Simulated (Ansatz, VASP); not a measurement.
## Two plane-wave programs on P

```
P
1.0
     1.66036   -5.08715    0.00000
     1.66036    5.08715    0.00000
     0.00000    0.00000    4.16529
P
4
Cartesian
  1.6604 -4.0024 0.2992
  1.6604 -1.0848 2.3818
  1.6604 4.0024 3.8661
  1.6604 1.0848 1.7835
```

Alike in both runs: functional PBE; dispersion D3(BJ); k mesh 12 × 12 × 8; occupations gaussian, width 0.1 eV; no spin polarisation.

Ansatz relaxed the structure, and its values are those at the end. VASP's run is a single point on that final structure, the one shown.

```csv
,VASP,Ansatz
version,VASP 6.6.1,Ansatz 0.2.0
potentials or method,"VASP PAW PBE potentials, release 64 (P), cutoff 520 eV","scalar-relativistic, plane waves, PAW"
valence electrons in the cell,20,20
```

|  | VASP | Ansatz | Ansatz less VASP |
| --- | --- | --- | --- |
| gap on the k mesh at the Fermi level (eV) | none | none | - |
| pressure (GPa) | -0.3 | 0.0 | +0.35 |
| rms of the force components (eV/Å) | 0.038 | 0.004 | -0.0343 |

A gap of «none» marks a metal or a gap that the smearing closes.
